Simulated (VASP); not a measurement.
Here is a VASP 6.6.1 calculation.

File INCAR:

```
SYSTEM = Be
PREC     = Accurate       ! precision mode
ENCUT    = 520            ! plane-wave cutoff, eV
EDIFF    = 1E-6           ! SCF threshold, eV
ISMEAR   = -5             ! smearing method
SIGMA    = 0.1            ! smearing width, eV
LREAL    = .FALSE.        ! projectors in reciprocal space
LASPH    = .TRUE.         ! aspherical terms in the spheres
NELM     = 150            ! most SCF steps
ALGO     = Normal         ! electronic algorithm
ISIF     = 2              ! what is computed and relaxed
LWAVE    = .FALSE.        ! write WAVECAR
LCHARG   = .FALSE.        ! write CHGCAR
ISPIN    = 2              ! spin polarisation
MAGMOM   = 4 0            ! initial moments
LORBIT   = 11             ! projections on sites
GGA      = RE             ! functional
NELECT   = 4.1          
NBANDS   = 13             ! bands
```

KPOINTS

```
regular mesh
0
G
  12 12 6
  0 0 0
```

File POSCAR:

```
Be
1.0
    2.2647826536      0.0000000000      0.0000000000
   -1.1323913268      1.9613593121      0.0000000000
    0.0000000000      0.0000000000      3.5741024600
Be
2
Direct
    0.3333333333      0.6666666667      0.7500000000
    0.6666666667      0.3333333333      0.2500000000
```

Potentials or basis: VASP PAW PBE potentials, release 64 (Be).

Command:

```console
$ cat potpaw_PBE.64/Be/POTCAR > POTCAR
$ mpirun -np 1 vasp_std > vasp.out
```

Task: Predict the net moment.

Result: 0.00 μB per cell.

Caveat: the cell carries a net charge on a neutralising background, which shifts energy and pressure.
